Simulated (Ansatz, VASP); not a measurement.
One calculation of Te, two programs

```
Te
1.0
     4.53467    0.00000    0.00000
    -2.26734    3.92714    0.00000
     0.00000    0.00000    5.94967
Te
3
Direct
  0.26701 0.00000 0.33333
  0.00000 0.26701 0.66667
  0.73299 0.73299 0.00000
```

Alike in both runs: task single point; functional PBE; k mesh 12 × 12 × 6; occupations gaussian, width 0.01 eV; no spin polarisation.

|  | VASP | Ansatz |
| --- | --- | --- |
| version | VASP 6.6.1 | Ansatz 0.2.0 |
| potentials or method | VASP PAW PBE potentials, release 64 (Te), cutoff 520 eV | scalar-relativistic, plane waves, PAW |
| valence electrons in the cell | 18 | 48 |

```tsv
	VASP	Ansatz	Ansatz less VASP
gap on the k mesh at the Fermi level (eV)	0.24	0.26	+0.020
least direct gap on the mesh (eV)	0.24	0.26	+0.020
pressure (GPa)	-0.1	-0.1	0.00
rms of the force components (eV/Å)	0.007	0.002	-0.0052
```

Atom by atom the forces differ by 0.005 eV/Å (rms over components). The functional is the same, so the differences come from potentials, cutoffs and numerics. VASP's potentials hold 18 valence electrons a cell and Ansatz's 48, so a difference there can come from the potentials and not from the codes.

Spin-orbit coupling is off throughout.
